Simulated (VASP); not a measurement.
# ZrSbS (P4/nmm) in VASP: notebook

The runs below take ZrSbS through single point, with PBE, PBE+U.

Everything below comes from runs of VASP 6.6.1. Logs are shortened: lines on timing, memory, paths and dates and some standing lists are left out, and cuts for length are marked.

**1. The cell of the first run**

Symmetry: P4/nmm, No. 129, tetragonal system. Conventional cell: a = 3.871 Å, b = 3.871 Å, c = 8.579 Å, α = 90.00°, β = 90.00°, γ = 90.00°. Within 3.6 Å of Sb (site symmetry -4m2) lie 4 Sb at 2.74 Å and 4 Zr at 3.06 Å. Within 3.9 Å of Zr (site symmetry 4mm) lie 5 S at 2.87 to 2.96 Å and 4 Sb at 3.06 Å and 4 Zr at 3.87 Å. Within 3.9 Å of S (site symmetry 4mm) lie 5 Zr at 2.87 to 2.96 Å and 8 S at 3.45 to 3.87 Å and 4 Sb at 3.78 Å.

**2. Single point, PBE**

INCAR reads:

```
PREC = Accurate
ENCUT = 520
EDIFF = 1E-6
ISMEAR = -1
SIGMA = 0.1
LREAL = False
LASPH = True
NELM = 100
ALGO = Normal
ISIF = 2
LWAVE = False
LCHARG = False
GGA = PE
NBANDS = 32
```

KPOINTS reads:

```
regular mesh
0
Gamma
  5 5 2
```

POSCAR reads:

```
ZrSbS
1.0
    3.8712160000      0.0000000000      0.0000000000
    0.0000000000      3.8712160000      0.0000000000
    0.0000000000      0.0000000000      8.5788720000
Sb Zr S
2 2 2
Direct
    0.0000000000      0.0000000000      0.0000000000
    0.5000000000      0.5000000000      0.0000000000
    0.0000000000      0.5000000000      0.2770000000
    0.5000000000      0.0000000000      0.7230000000
    0.0000000000      0.5000000000      0.6220000000
    0.5000000000      0.0000000000      0.3780000000
```

Potentials or basis: VASP PAW PBE potentials, release 64 (Sb, Zr_sv, S).

On the command line:

```
cat potpaw_PBE.64/Sb/POTCAR potpaw_PBE.64/Zr_sv/POTCAR potpaw_PBE.64/S/POTCAR > POTCAR
mpirun -np 1 vasp_std > vasp.out
```

OUTCAR:

```text
PREC = Accurate
   ENCUT = 520
   EDIFF = 1E-6
   ISMEAR = -1
   LREAL = False
   LASPH = True
   NELM = 100
   ISIF = 2
   GGA = PE

 ion  position               nearest neighbor table
   1  0.000  0.000  0.000-   2 2.74   2 2.74   2 2.74   2 2.74   3 3.06   4 3.06   4 3.06   3 3.06

   2  0.500  0.500  0.000-   1 2.74   1 2.74   1 2.74   1 2.74   4 3.06   4 3.06   3 3.06   3 3.06

   3  0.000  0.500  0.277-   6 2.87   6 2.87   6 2.87   6 2.87   5 2.96   1 3.06   2 3.06   2 3.06
                             1 3.06
   4  0.500  0.000  0.723-   5 2.87   5 2.87   5 2.87   5 2.87   6 2.96   1 3.06   1 3.06   2 3.06
                             2 3.06
   5  0.000  0.500  0.622-   4 2.87   4 2.87   4 2.87   4 2.87   3 2.96
   6  0.500  0.000  0.378-   3 2.87   3 2.87   3 2.87   3 2.87   4 2.96

  LATTYP: Found a simple tetragonal cell.
 ALAT       =     3.8712160000
 C/A-ratio  =     2.2160664763

  Lattice vectors:

 A1 = (   3.8712160000,   0.0000000000,   0.0000000000)
 A2 = (   0.0000000000,   3.8712160000,   0.0000000000)
 A3 = (   0.0000000000,   0.0000000000,   8.5788720000)

Analysis of symmetry for initial positions (statically):
=====================================================================
 Subroutine PRICEL returns:
 Original cell was already a primitive cell.

 Routine SETGRP: Setting up the symmetry group for a
 simple tetragonal supercell.

 Subroutine GETGRP returns: Found 16 space group operations
 (whereof  8 operations were pure point group operations)
 out of a pool of 16 trial point group operations.

The static configuration has the point symmetry D_2d.
 The point group associated with its full space group is D_4h.

Analysis of symmetry for dynamics (positions and initial velocities):
=====================================================================
 Subroutine PRICEL returns:
 Original cell was already a primitive cell.

 Routine SETGRP: Setting up the symmetry group for a
 simple tetragonal supercell.

 Subroutine GETGRP returns: Found 16 space group operations
 (whereof  8 operations were pure point group operations)
 out of a pool of 16 trial point group operations.

The dynamic configuration has the point symmetry D_2d.
 The point group associated with its full space group is D_4h.

 Subroutine INISYM returns: Found 16 space group operations
 (whereof  8 operations are pure point group operations),
 and found     1 'primitive' translations

----------------------------------------------------------------------------------------

                                     Primitive cell

  volume of cell :     128.5657

  direct lattice vectors                    reciprocal lattice vectors
     3.871216000  0.000000000  0.000000000     0.258316767  0.000000000  0.000000000
     0.000000000  3.871216000  0.000000000     0.000000000  0.258316767  0.000000000
     0.000000000  0.000000000  8.578872000     0.000000000  0.000000000  0.116565441

  length of vectors
     3.871216000  3.871216000  8.578872000     0.258316767  0.258316767  0.116565441

  position of ions in fractional coordinates (direct lattice)
     0.000000000  0.000000000  0.000000000
     0.500000000  0.500000000  0.000000000
     0.000000000  0.500000000  0.277000000
     0.500000000  0.000000000  0.723000000
     0.000000000  0.500000000  0.622000000
     0.500000000  0.000000000  0.378000000

  ion indices of the primitive-cell ions
   primitive index   ion index
                 1           1
                 2           2
                 3           3
                 4           4
                 5           5
                 6           6

----------------------------------------------------------------------------------------

 KPOINTS: regular mesh

Automatic generation of k-mesh.
 Grid dimensions read from file:
 generate k-points for:    5    5    2

 Generating k-lattice:

  Cartesian coordinates                     Fractional coordinates (reciprocal lattice)
     0.051663353  0.000000000  0.000000000     0.200000000  0.000000000  0.000000000
     0.000000000  0.051663353  0.000000000     0.000000000  0.200000000  0.000000000
     0.000000000  0.000000000  0.058282721     0.000000000  0.000000000  0.500000000

  Length of vectors
     0.051663353  0.051663353  0.058282721

  Shift w.r.t. Gamma in fractional coordinates (k-lattice)
     0.000000000  0.000000000  0.000000000

 Subroutine IBZKPT returns following result:
 ===========================================

 Found     12 irreducible k-points:

 Following reciprocal coordinates:
            Coordinates               Weight
  0.000000  0.000000  0.000000      1.000000
  0.200000  0.000000  0.000000      4.000000
  0.400000  0.000000  0.000000      4.000000
  0.200000  0.200000  0.000000      4.000000
  0.400000  0.200000  0.000000      8.000000
  0.400000  0.400000  0.000000      4.000000
  0.000000  0.000000  0.500000      1.000000
  0.200000  0.000000  0.500000      4.000000
  0.400000  0.000000  0.500000      4.000000
  0.200000  0.200000  0.500000      4.000000
  0.400000  0.200000  0.500000      8.000000
  0.400000  0.400000  0.500000      4.000000
   k-points           NKPTS =     12   k-points in BZ     NKDIM =     12   number of bands    NBANDS=     32
   number of dos      NEDOS =    301   number of ions     NIONS =      6
   total plane-waves  NPLWV =  57600
   dimension x,y,z NGX =    30 NGY =   30 NGZ =   64
   dimension x,y,z NGXF=    60 NGYF=   60 NGZF=  128
   ions per type =               2   2   2
   NGX,Y,Z   is equivalent  to a cutoff of  12.88, 12.88, 12.40 a.u.
   NGXF,Y,Z  is equivalent  to a cutoff of  25.77, 25.77, 24.80 a.u.
 SYSTEM =  unknown system
   PREC   = accura    normal or accurate (medium, high low for compatibility)
   ISTART =      0    job   : 0-new  1-cont  2-samecut
   ICHARG =      2    charge: 1-file 2-atom 10-const
   ISPIN  =      1    spin polarized calculation?
   LNONCOLLINEAR =      F non collinear calculations
   LSORBIT =      F    spin-orbit coupling
   LASPH  =      T    aspherical Exc in radial PAW
   ENCUT  =  520.0 eV  38.22 Ry    6.18 a.u.   7.20  7.20 15.95*2*pi/ulx,y,z
   NELM   =    100;   NELMIN=  2; NELMDL= -5     # of ELM steps
   EDIFF  = 0.1E-05   stopping-criterion for ELM
   LREAL  =      F    real-space projection
   EDIFFG = 0.1E-04   stopping-criterion for IOM
   NSW    =      0    number of steps for IOM
   IBRION =     -1    ionic relax: 0-MD 1-quasi-New 2-CG
   NFREE  =      0    steps in history (QN), initial steepest desc. (CG)
   ISIF   =      2    stress and relaxation
   ISYM   =      2    0-nonsym 1-usesym 2-fastsym
   POTIM  = 0.5000    time-step for ionic-motion
   TEBEG  =    0.0;   TEEND  =   0.0 temperature during run
   PSTRESS=    0.0 pullay stress
   NELECT =      46.0000    total number of electrons
   NUPDOWN=      -1.0000    fix difference up-down
   EMIN   =  10.00;   EMAX   =-10.00  energy-range for DOS
   EFERMI =   0.00;   METHOD = LEGACY
   ISMEAR =    -1;   SIGMA  =   0.10  broadening in eV -4-tet -1-fermi 0-gaus
   EFERMI_NEDOS =   21; number of points for ismear=-14 and -15
   IALGO  =     38    algorithm
   IMIX   =      4    mixing-type and parameters
     AMIX     =   0.40;   BMIX     =  1.00
     AMIX_MAG =   1.60;   BMIX_MAG =  1.00
  volume/ion in A,a.u.               =      21.43       144.60
  Fermi-wavevector in a.u.,A,eV,Ry     =   1.162213  2.196264 18.377925  1.350739
  Thomas-Fermi vector in A             =   2.298777
   LORBIT       =      0    0 simple, 1 ext, 2 COOP (PROOUT), +10 PAW based schemes
   GGA     = PE    functional components
   LHFCALC =     F    Hartree Fock is set to
   AEXX    =    0.0000 exact exchange contribution
   IVDW    =     0    specifies the selected vdW correction
   LEPSILON=     F    determine dielectric tensor
   LRPA    =     F    only Hartree local field effects (RPA)
 non-spin polarized calculation
  energy-cutoff  :      520.00
  volume of cell :      128.57
 maximum number of plane-waves:      3474
 NGX is ok and might be reduce to    30
   NGX = 15   NGY = 15   NGZ = 31

 number of electron      45.9999997 magnetization

 Free energy of the ion-electron system (eV)
  ---------------------------------------------------
  ext. energy  EPLUGINS =         0.00000000
  ---------------------------------------------------
  free energy    TOTEN  =       -37.46650369 eV

  energy without entropy =      -37.35678492  energy(sigma->0) =      -37.41164431

 E-fermi :   9.6970     XC(G=0): -10.7115

 val. band max:        9.5869389251   @ k =   0.4000   0.0000   0.0000
 cond. band min:       9.7538536343   @ k =   0.2000   0.0000   0.5000
 fundamental gap:      0.1669147092
 Fermi energy:         9.6970116495

 k-point     1 :       0.0000    0.0000    0.0000
  band No.  band energies     occupation
      1     -40.8138      2.00000
      2     -40.8132      2.00000
      3     -18.8635      2.00000
      4     -18.8388      2.00000
      5     -18.7623      2.00000
      6     -18.7623      2.00000
[... 24 lines left out ...]
     31      11.6038      0.00000
     32      12.1954      0.00000

 k-point     2 :       0.2000    0.0000    0.0000
  band No.  band energies     occupation
      1     -40.8123      2.00000
      2     -40.8119      2.00000
      3     -18.8568      2.00000
      4     -18.8369      2.00000
      5     -18.7933      2.00000
      6     -18.7908      2.00000
[... 24 lines left out ...]
     31      11.8265      0.00000
     32      12.3862      0.00000

 k-point     3 :       0.4000    0.0000    0.0000
  band No.  band energies     occupation
      1     -40.8099      2.00000
      2     -40.8098      2.00000
      3     -18.8456      2.00000
      4     -18.8440      2.00000
      5     -18.8400      2.00000
      6     -18.8349      2.00000
[... 24 lines left out ...]
     31      11.5999      0.00000
     32      11.9509      0.00000

 k-point     4 :       0.2000    0.2000    0.0000
  band No.  band energies     occupation
      1     -40.8109      2.00000
      2     -40.8105      2.00000
      3     -18.8508      2.00000
      4     -18.8348      2.00000
      5     -18.7900      2.00000
      6     -18.7898      2.00000
[... 24 lines left out ...]
     31      12.0477      0.00000
     32      12.1952      0.00000

 k-point     5 :       0.4000    0.2000    0.0000
  band No.  band energies     occupation
      1     -40.8085      2.00000
      2     -40.8084      2.00000
      3     -18.8402      2.00000
      4     -18.8386      2.00000
      5     -18.8356      2.00000
      6     -18.8317      2.00000
[... 24 lines left out ...]
     31      12.1614      0.00000
     32      12.3983      0.00000

 k-point     6 :       0.4000    0.4000    0.0000
  band No.  band energies     occupation
      1     -40.8063      2.00000
      2     -40.8062      2.00000
      3     -18.8314      2.00000
      4     -18.8304      2.00000
      5     -18.8300      2.00000
      6     -18.8299      2.00000
[... 24 lines left out ...]
     31      12.3625      0.00000
     32      12.8253      0.00000

 k-point     7 :       0.0000    0.0000    0.5000
  band No.  band energies     occupation
      1     -40.8137      2.00000
      2     -40.8134      2.00000
      3     -18.8537      2.00000
      4     -18.8487      2.00000
      5     -18.7612      2.00000
      6     -18.7612      2.00000
[... 24 lines left out ...]
     31      11.3598      0.00000
     32      11.9713      0.00000

 k-point     8 :       0.2000    0.0000    0.5000
  band No.  band energies     occupation
      1     -40.8123      2.00000
      2     -40.8120      2.00000
      3     -18.8492      2.00000
      4     -18.8452      2.00000
      5     -18.7921      2.00000
      6     -18.7914      2.00000
[... 24 lines left out ...]
     31      11.8801      0.00000
     32      12.6253      0.00000

 k-point     9 :       0.4000    0.0000    0.5000
  band No.  band energies     occupation
      1     -40.8099      2.00000
      2     -40.8098      2.00000
      3     -18.8480      2.00000
      4     -18.8478      2.00000
      5     -18.8349      2.00000
      6     -18.8338      2.00000
[... 24 lines left out ...]
     31      11.7015      0.00000
     32      12.2235      0.00000

 k-point    10 :       0.2000    0.2000    0.5000
  band No.  band energies     occupation
      1     -40.8108      2.00000
      2     -40.8106      2.00000
      3     -18.8447      2.00000
      4     -18.8416      2.00000
      5     -18.7897      2.00000
      6     -18.7893      2.00000
[... 24 lines left out ...]
     31      11.6286      0.00000
     32      11.9140      0.00000

 k-point    11 :       0.4000    0.2000    0.5000
  band No.  band energies     occupation
      1     -40.8085      2.00000
      2     -40.8084      2.00000
      3     -18.8421      2.00000
      4     -18.8419      2.00000
      5     -18.8317      2.00000
      6     -18.8305      2.00000
[... 24 lines left out ...]
     31      12.2502      0.00000
     32      12.5489      0.00000

 k-point    12 :       0.4000    0.4000    0.5000
  band No.  band energies     occupation
      1     -40.8062      2.00000
      2     -40.8062      2.00000
      3     -18.8325      2.00000
      4     -18.8321      2.00000
      5     -18.8288      2.00000
      6     -18.8278      2.00000
[... 24 lines left out ...]
     31      12.4403      0.00000
     32      12.8370      0.00000

------------------------ aborting loop because EDIFF is reached ----------------------------------------

  FORCE on cell =-STRESS in cart. coord.  units (eV):
  Direction    XX          YY          ZZ          XY          YZ          ZX
  --------------------------------------------------------------------------------------
  -------------------------------------------------------------------------------------
  Total        5.9438942      5.9438942     -5.7817452      0.0000000      0.0000000      0.0000000
  in kB       74.0724413     74.0724413    -72.0517507      0.0000000      0.0000000      0.0000000
  external PRESSURE =      25.3643773 kB  Pullay stress =       0.0000000 kB

 VOLUME and BASIS-vectors are now :
 -----------------------------------------------------------------------------
  energy-cutoff  :      520.00
  volume of cell :      128.57
      direct lattice vectors                 reciprocal lattice vectors
     3.871216000  0.000000000  0.000000000     0.258316767  0.000000000  0.000000000
     0.000000000  3.871216000  0.000000000     0.000000000  0.258316767  0.000000000
     0.000000000  0.000000000  8.578872000     0.000000000  0.000000000  0.116565441

 POSITION                                       TOTAL-FORCE (eV/Angst)
 -----------------------------------------------------------------------------------
      0.00000      0.00000      0.00000        -0.000000     -0.000000      0.000000
      1.93561      1.93561      0.00000        -0.000000      0.000000      0.000000
      0.00000      1.93561      2.37635        -0.000000      0.000000      0.678346
      1.93561      0.00000      6.20252         0.000000      0.000000     -0.678346
      0.00000      1.93561      5.33606        -0.000000     -0.000000      0.097292
      1.93561      0.00000      3.24281        -0.000000      0.000000     -0.097292
 -----------------------------------------------------------------------------------
    total drift:                                0.000000      0.000000     -0.000000

  FREE ENERGIE OF THE ION-ELECTRON SYSTEM (eV)
  ---------------------------------------------------
  free  energy   TOTEN  =       -37.4665036916 eV

  energy  without entropy=      -37.3567849230  energy(sigma->0) =      -37.41164431
```

Wall time 2.5 min (1 thread of Intel Xeon 8259CL, shared host); peak memory 0.24 GiB.

Results:

```yaml
Free_energy: -37.4665 eV
Pressure: 2.5 GPa
Largest_force: 0.678 eV/Å
Band_gap_on_the_k_mesh: zero (bands 23 and 24 overlap by 1.12 eV)
```

Forces on the atoms (eV/Å):
```
Sb   0.000  0.000  0.000
Sb   0.000  0.000  0.000
Zr   0.000  0.000  0.678
Zr   0.000  0.000 -0.678
S    0.000  0.000  0.097
S    0.000  0.000 -0.097
```

Stress tensor (GPa, compression positive):
```
 7.41  0.00  0.00
 0.00  7.41  0.00
 0.00  0.00 -7.21
```

Caveat: the k points lie up to 0.37 Å⁻¹ apart, too coarse for converged energies and pressures of a metal; spin-orbit coupling is left out, which moves the levels of the heavy elements.

(Continued in part 2 of 2.)

The gap in the log of VASP goes by the Fermi energy; the results here count the filled bands.